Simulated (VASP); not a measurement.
# TaN (P6_3mc) in VASP: further runs

Runs on TaN. Level: LDA. Tasks: single point.

All numbers are computed with VASP 6.6.1; they aren't measurements. Logs are shortened: lines on timing, memory, paths and dates and some standing lists are left out, and cuts for length are marked.

### 1 The cell of the first run

The structure is hexagonal, space group P6_3mc (No. 186). Conventional cell: a = 2.989 Å, b = 2.989 Å, c = 4.940 Å, α = 90.00°, β = 90.00°, γ = 120.00°. Ta (site symmetry 3m) has 4 N at 1.82 to 1.90 Å within 2.4 Å. Within 2.4 Å of N (site symmetry 3m) lie 4 Ta at 1.82 to 1.90 Å.

### 2 Single point, LDA (equal xx and yy strain of -2 %)

Contents of INCAR:

```
SYSTEM = TaN
PREC = Accurate
ENCUT = 520
EDIFF = 1E-6
ISMEAR = -1
SIGMA = 0.03
LREAL = .FALSE.
LASPH = .TRUE.
NELM = 100
ALGO = Normal
ISIF = 2
LWAVE = .FALSE.
LCHARG = .FALSE.
GGA = CA
NBANDS = 24
```

Contents of KPOINTS:

```
Automatic mesh
0
G
  9 9 5
  0 0 0
```

Contents of POSCAR:

```
TaN
1.0
    2.9890010687      0.0000000000      0.0000000000
   -1.4945005344      2.5885508575      0.0000000000
    0.0000000000      0.0000000000      4.9400000000
Ta N
2 2
Direct
    0.3333333333      0.6666666667      0.0000000000
    0.6666666667      0.3333333333      0.5000000000
    0.3333333333      0.6666666667      0.3850000000
    0.6666666667      0.3333333333      0.8850000000
```

Potentials or basis: VASP PAW LDA potentials, release 64 (Ta_pv, N).

The run is started by

```
cat potpaw_LDA.64/Ta_pv/POTCAR potpaw_LDA.64/N/POTCAR > POTCAR
mpirun -np 1 vasp_std > vasp.out
```

OUTCAR:

```text
SYSTEM = TaN
   PREC = Accurate
   ENCUT = 520
   EDIFF = 1E-6
   ISMEAR = -1
   LREAL = .FALSE.
   LASPH = .TRUE.
   NELM = 100
   ISIF = 2
   GGA = CA

 ion  position               nearest neighbor table
   1  0.333  0.667  0.000-   4 1.82   4 1.82   4 1.82   3 1.90   2 3.01   2 3.01   2 3.01   2 3.01
                             2 3.01   2 3.01
   2  0.667  0.333  0.500-   3 1.82   3 1.82   3 1.82   4 1.90   1 3.01   1 3.01   1 3.01   1 3.01
                             1 3.01   1 3.01
   3  0.333  0.667  0.385-   2 1.82   2 1.82   2 1.82   1 1.90
   4  0.667  0.333  0.885-   1 1.82   1 1.82   1 1.82   2 1.90

  LATTYP: Found a hexagonal cell.
 ALAT       =     2.9890010687
 C/A-ratio  =     1.6527260735

  Lattice vectors:

 A1 = (   2.9890010687,   0.0000000000,   0.0000000000)
 A2 = (  -1.4945005344,   2.5885508575,   0.0000000000)
 A3 = (   0.0000000000,   0.0000000000,   4.9400000000)

Analysis of symmetry for initial positions (statically):
=====================================================================
 Subroutine PRICEL returns:
 Original cell was already a primitive cell.

 Routine SETGRP: Setting up the symmetry group for a
 hexagonal supercell.

 Subroutine GETGRP returns: Found 12 space group operations
 (whereof  6 operations were pure point group operations)
 out of a pool of 24 trial point group operations.

The static configuration has the point symmetry C_3v.
 The point group associated with its full space group is C_6v.

Analysis of symmetry for dynamics (positions and initial velocities):
=====================================================================
 Subroutine PRICEL returns:
 Original cell was already a primitive cell.

 Routine SETGRP: Setting up the symmetry group for a
 hexagonal supercell.

 Subroutine GETGRP returns: Found 12 space group operations
 (whereof  6 operations were pure point group operations)
 out of a pool of 24 trial point group operations.

The dynamic configuration has the point symmetry C_3v.
 The point group associated with its full space group is C_6v.

 Subroutine INISYM returns: Found 12 space group operations
 (whereof  6 operations are pure point group operations),
 and found     1 'primitive' translations

----------------------------------------------------------------------------------------

                                     Primitive cell

[... 86 lines left out ...]
   ISTART =      0    job   : 0-new  1-cont  2-samecut
   ICHARG =      2    charge: 1-file 2-atom 10-const
   ISPIN  =      1    spin polarized calculation?
   LNONCOLLINEAR =      F non collinear calculations
   LSORBIT =      F    spin-orbit coupling
   LASPH  =      T    aspherical Exc in radial PAW
   ENCUT  =  520.0 eV  38.22 Ry    6.18 a.u.   5.56  5.56  9.19*2*pi/ulx,y,z
   NELM   =    100;   NELMIN=  2; NELMDL= -5     # of ELM steps
   EDIFF  = 0.1E-05   stopping-criterion for ELM
   LREAL  =      F    real-space projection
   EDIFFG = 0.1E-04   stopping-criterion for IOM
   NSW    =      0    number of steps for IOM
   IBRION =     -1    ionic relax: 0-MD 1-quasi-New 2-CG
   NFREE  =      0    steps in history (QN), initial steepest desc. (CG)
   ISIF   =      2    stress and relaxation
   ISYM   =      2    0-nonsym 1-usesym 2-fastsym
   POTIM  = 0.5000    time-step for ionic-motion
   TEBEG  =    0.0;   TEEND  =   0.0 temperature during run
   PSTRESS=    0.0 pullay stress
   NELECT =      32.0000    total number of electrons
   NUPDOWN=      -1.0000    fix difference up-down
   EMIN   =  10.00;   EMAX   =-10.00  energy-range for DOS
   EFERMI =   0.00;   METHOD = LEGACY
   ISMEAR =    -1;   SIGMA  =   0.03  broadening in eV -4-tet -1-fermi 0-gaus
   EFERMI_NEDOS =   21; number of points for ismear=-14 and -15
   IALGO  =     38    algorithm
   IMIX   =      4    mixing-type and parameters
     AMIX     =   0.40;   BMIX     =  1.00
     AMIX_MAG =   1.60;   BMIX_MAG =  1.00
  volume/ion in A,a.u.               =       9.56        64.48
  Fermi-wavevector in a.u.,A,eV,Ry     =   1.542961  2.915773 32.391775  2.380728
  Thomas-Fermi vector in A             =   2.648691
   LORBIT       =      0    0 simple, 1 ext, 2 COOP (PROOUT), +10 PAW based schemes
   GGA     = CA    functional components
   LHFCALC =     F    Hartree Fock is set to
   AEXX    =    0.0000 exact exchange contribution
   IVDW    =     0    specifies the selected vdW correction
   LEPSILON=     F    determine dielectric tensor
   LRPA    =     F    only Hartree local field effects (RPA)
 non-spin polarized calculation
  energy-cutoff  :      520.00
  volume of cell :       38.22
 maximum number of plane-waves:      1051
 NGX is ok and might be reduce to    24
   NGX = 11   NGY = 11   NGZ = 19

 number of electron      31.9999997 magnetization

 Free energy of the ion-electron system (eV)
  ---------------------------------------------------
  ext. energy  EPLUGINS =         0.00000000
  ---------------------------------------------------
  free energy    TOTEN  =       -41.53265442 eV

  energy without entropy =      -41.52704568  energy(sigma->0) =      -41.52985005

 E-fermi :  10.1240     XC(G=0): -13.9893

 val. band max:       10.1090766888   @ k =   0.1111   0.1111   0.4000
 cond. band min:      10.1306806804   @ k =   0.1111   0.0000   0.4000
 fundamental gap:      0.0216039916
 Fermi energy:        10.1240414781

 k-point     1 :       0.0000    0.0000    0.0000
  band No.  band energies     occupation
      1     -25.8800      2.00000
      2     -24.6531      2.00000
      3     -24.6531      2.00000
      4     -24.4499      2.00000
      5     -24.4499      2.00000
      6     -24.3590      2.00000
[... 637 lines left out ...]
     23      18.4070      0.00000
     24      18.4070      0.00000

 [... further k-points ...]
[... 5 lines left out ...]
  --------------------------------------------------------------------------------------
  -------------------------------------------------------------------------------------
  Total       40.2555017     40.2555017     30.1137080     -0.0000000      0.0000000      0.0000000
  in kB     1687.4313180   1687.4313181   1262.3073061     -0.0000000      0.0000000      0.0000000
  external PRESSURE =    1545.7233141 kB  Pullay stress =       0.0000000 kB

 VOLUME and BASIS-vectors are now :
 -----------------------------------------------------------------------------
  energy-cutoff  :      520.00
  volume of cell :       38.22
      direct lattice vectors                 reciprocal lattice vectors
     2.989001069  0.000000000  0.000000000     0.334559934  0.193158268  0.000000000
    -1.494500534  2.588550858  0.000000000     0.000000000  0.386316536  0.000000000
     0.000000000  0.000000000  4.940000000     0.000000000  0.000000000  0.202429150

 POSITION                                       TOTAL-FORCE (eV/Angst)
 -----------------------------------------------------------------------------------
     -0.00000      1.72570      0.00000        -0.000000     -0.000000      3.508431
      1.49450      0.86285      2.47000         0.000000      0.000000      3.508431
     -0.00000      1.72570      1.90190         0.000000     -0.000000     -3.508431
      1.49450      0.86285      4.37190        -0.000000      0.000000     -3.508431
 -----------------------------------------------------------------------------------
    total drift:                               -0.000000      0.000000     -0.000064

  FREE ENERGIE OF THE ION-ELECTRON SYSTEM (eV)
  ---------------------------------------------------
  free  energy   TOTEN  =       -41.5326544163 eV

  energy  without entropy=      -41.5270456790  energy(sigma->0) =      -41.52985005
```

It took 14 s on 1 thread of Intel Xeon Platinum 8559C (Emerald Rapids), shared host; peak memory 0.15 GiB.

What came out:

- Free energy: -41.5327 eV
- Pressure: 154.6 GPa
- Largest force: 3.508 eV/Å
- Band gap on the k mesh: zero (band 16 reaches 10.70 eV, above the bottom of band 17 at 8.34 eV)

Forces in eV/Å, atoms in the order of the input:
```
Ta   0.000  0.000  3.508
Ta   0.000  0.000  3.508
N    0.000  0.000 -3.508
N    0.000  0.000 -3.508
```

Levels at points of the mesh, in eV from the Fermi level:
| k point | band 14 | band 15 | band 16 | band 17 | band 18 | band 19 |
| --- | --- | --- | --- | --- | --- | --- |
| (0.00, 0.00, 0.00) | -7.63 | -0.81 | -0.81 | -0.11 | 2.40 | 2.75 |

Caveat: the cell differs from its parent crystal (equal xx and yy strain of -2 %); spin-orbit coupling is left out, which moves the levels of the heavy elements; forces of over 1 eV/Å act on the atoms, so gaps and moduli don't describe the material at rest.

### 3 Single point, LDA (equal xx and yy strain of +1 %)

Contents of INCAR:

```
SYSTEM = TaN
PREC = Accurate ; ENCUT = 520
EDIFF = 1E-6 ; ISMEAR = -1
SIGMA = 0.03 ; LREAL = .False.
LASPH = .True. ; NELM = 60
ALGO = Normal ; ISIF = 2
LWAVE = .False. ; LCHARG = .True.
LELF = .True. ; LVHAR = .True.
NBANDS = 24
```

Contents of KPOINTS:

```
regular mesh
0
Gamma
  9 9 5
  0 0 0
```

Changes to POSCAR since step 2:

```diff
@@ -2,4 +2,4 @@
 1.0
-    2.9890010687      0.0000000000      0.0000000000
-   -1.4945005344      2.5885508575      0.0000000000
+    3.0805011014      0.0000000000      0.0000000000
+   -1.5402505508      2.6677922103      0.0000000000
     0.0000000000      0.0000000000      4.9400000000
```

Potentials or basis: VASP PAW LDA potentials, release 64 (Ta_pv, N).

The run is started by

```
cat potpaw_LDA.64/Ta_pv/POTCAR potpaw_LDA.64/N/POTCAR > POTCAR
mpirun -np 1 vasp_std > vasp.out
```

Wall time 17 s (1 thread of Intel Xeon Platinum 8559C (Emerald Rapids), shared host); peak memory 0.15 GiB.

The run converged. Its results:

| Property | Result |
| --- | --- |
| Free energy | -43.6139 eV |
| Pressure | 108.1 GPa |
| Largest force | 1.687 eV/Å |
| Band gap on the k mesh | zero (band 16 reaches 9.91 eV, above the bottom of band 17 at 7.81 eV) |

Forces on the atoms (eV/Å):
```
Ta   0.000  0.000  1.687
Ta   0.000  0.000  1.687
N    0.000  0.000 -1.687
N    0.000  0.000 -1.687
```

Stress tensor (GPa, compression positive):
```
114.27   0.00   0.00
  0.00 114.27   0.00
  0.00   0.00  95.83
```

Levels at points of the mesh, in eV from the Fermi level:
```
           k point  band 12  band 13  band 14  band 15  band 16  band 17  band 18  band 19  band 20  band 21
(0.00, 0.00, 0.00)    -7.70    -7.70    -7.34    -0.91    -0.91    -0.21     2.06     2.56     2.56     4.52
```

Caveat: the cell differs from its parent crystal (equal xx and yy strain of +1 %); spin-orbit coupling is left out, which moves the levels of the heavy elements; forces of over 1 eV/Å act on the atoms, so gaps and moduli don't describe the material at rest.

### 4 Single point, LDA (equal xx and yy strain of +2 %)

Contents of INCAR:

```
ALGO = Normal
EDIFF = 1E-7
ENCUT = 520
ISIF = 2
ISMEAR = -1
LASPH = T
LCHARG = F
LREAL = F
LWAVE = F
NBANDS = 24
NELM = 80
PREC = Accurate
SIGMA = 0.03
```

Contents of KPOINTS:

```
k-points
0
Gamma
  9 9 5
```

Changes to POSCAR since step 3:

```diff
@@ -2,4 +2,4 @@
 1.0
-    3.0805011014      0.0000000000      0.0000000000
-   -1.5402505508      2.6677922103      0.0000000000
+    3.1110011123      0.0000000000      0.0000000000
+   -1.5555005562      2.6942059945      0.0000000000
     0.0000000000      0.0000000000      4.9400000000
```

The run is started by

```
cat potpaw_LDA.64/Ta_pv/POTCAR potpaw_LDA.64/N/POTCAR > POTCAR
mpirun -np 1 vasp_std > vasp.out
```

Run time: 16 s. Hardware: 1 thread of Intel Xeon Platinum 8559C (Emerald Rapids), shared host; peak memory 0.16 GiB.

It converged, with:

| Item | Value |
| --- | --- |
| Free energy | -44.1519 eV |
| Pressure | 95.0 GPa |
| Largest force | 1.204 eV/Å |
| Band gap on the k mesh | zero (band 16 reaches 9.67 eV, above the bottom of band 17 at 7.64 eV) |

Forces in eV/Å, atoms in the order of the input:
```
Ta   0.000  0.000  1.204
Ta   0.000  0.000  1.204
N    0.000  0.000 -1.204
N    0.000  0.000 -1.204
```

Stress tensor (GPa, compression positive):
```
99.02  0.00  0.00
 0.00 99.02  0.00
 0.00  0.00 87.05
```

Levels at points of the mesh, in eV from the Fermi level:
| k point | band 13 | band 14 | band 15 | band 16 | band 17 | band 18 | band 19 | band 20 |
| --- | --- | --- | --- | --- | --- | --- | --- | --- |
| (0.00, 0.00, 0.00) | -7.56 | -7.25 | -0.94 | -0.94 | -0.24 | 1.95 | 2.49 | 2.49 |

Caveat: the cell differs from its parent crystal (equal xx and yy strain of +2 %); spin-orbit coupling is left out, which moves the levels of the heavy elements; forces of over 1 eV/Å act on the atoms, so gaps and moduli don't describe the material at rest.

(Part 1 of 2 ends here.)
